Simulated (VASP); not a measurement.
Lu3HfBe4:

```
Lu Hf Be
1.0
    -3.22819    3.22819    3.22819
     3.22819   -3.22819    3.22819
     3.22819    3.22819   -3.22819
Lu Hf Be
3 1 4
Direct
  0.00000 0.50000 0.50000
  0.50000 0.00000 0.50000
  0.50000 0.50000 0.00000
  0.00000 0.00000 0.00000
  0.50000 0.50000 0.50000
  0.00000 0.00000 0.50000
  0.00000 0.50000 0.00000
  0.50000 0.00000 0.00000
```

The cell was generated, and may not be a known phase.

- Program: VASP 6.6.1
- Task: relaxation of cell and atoms
- Functional: PBE
- Potentials or basis: VASP PAW PBE potentials, release 64 (Lu, Hf_pv, Be)
- Cutoff: 600 eV
- k mesh: 4 × 4 × 4
- Occupations: gaussian, width 0.2 eV
- Spin: no spin polarisation

At the start: pressure 2.9 GPa; volume 16.82 Å³/atom.

**Question.** How do energy, volume and symmetry change on relaxing?

**Answer.** Over 3 steps the energy falls by 5.0 meV/atom and the volume is 17.39 Å³/atom (+3.4 %); space group Im-3m (No. 229, to 0.1 Å) before and after.

Step by step:
| step | energy change (eV) | largest force (eV/Å) | pressure (GPa) | volume (Å³) |
| --- | --- | --- | --- | --- |
| 1 | 0.0000 | 0.0000 | 2.88 | 134.57 |
| 2 | -0.0368 | 0.0000 | -0.80 | 140.53 |
| 3 | -0.0402 | 0.0000 | 0.05 | 139.14 |

Final structure:
```cif
data_structure
_symmetry_space_group_name_H-M 'P 1'
_symmetry_Int_Tables_number 1
_cell_length_a 5.6541
_cell_length_b 5.6541
_cell_length_c 5.6541
_cell_angle_alpha 109.471
_cell_angle_beta 109.471
_cell_angle_gamma 109.471
_cell_volume 139.14
loop_
_atom_site_label
_atom_site_type_symbol
_atom_site_fract_x
_atom_site_fract_y
_atom_site_fract_z
_atom_site_occupancy
Lu1 Lu 0.00000 0.50000 0.50000 1
Lu2 Lu 0.50000 0.00000 0.50000 1
Lu3 Lu 0.50000 0.50000 0.00000 1
Hf1 Hf 0.00000 0.00000 0.00000 1
Be1 Be 0.50000 0.50000 0.50000 1
Be2 Be 0.00000 0.00000 0.50000 1
Be3 Be 0.00000 0.50000 0.00000 1
Be4 Be 0.50000 0.00000 0.00000 1
```
